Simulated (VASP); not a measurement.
A run of VASP 6.6.1:

INCAR

```
SYSTEM = InAs
PREC = Accurate ; ENCUT = 520
EDIFF = 1E-6 ; ISMEAR = -1
SIGMA = 0.05 ; LREAL = .False.
LASPH = .True. ; NELM = 80
ALGO = Normal ; ISIF = 2
LWAVE = .False. ; LCHARG = .False.
GGA = PE ; NBANDS = 16
```

Contents of KPOINTS:

```
regular mesh
0
Gamma
  7 7 7
  0 0 0
```

File POSCAR:

```
InAs
1.0
    0.0000000000      3.0180000000      3.0180000000
    3.0180000000      0.0000000000      3.0180000000
    3.0180000000      3.0180000000      0.0000000000
In As
1 1
Direct
    0.0000000000      0.0000000000      0.0000000000
    0.7500000000      0.7500000000      0.7500000000
```

Potentials or basis: VASP PAW PBE potentials, release 64 (In_d, As).

The run is started by

```console
$ cat potpaw_PBE.64/In_d/POTCAR potpaw_PBE.64/As/POTCAR > POTCAR
$ mpirun -np 1 vasp_std > vasp.out
```

Hardware: 1 thread of Intel Xeon 8259CL, with other jobs on the host.

Question: Estimate the wall time of this run.

Answer: Wall time 20 s on 1 thread of Intel Xeon 8259CL (shared host), peak memory 0.18 GiB. Counts: scf iterations 12, k points 20.
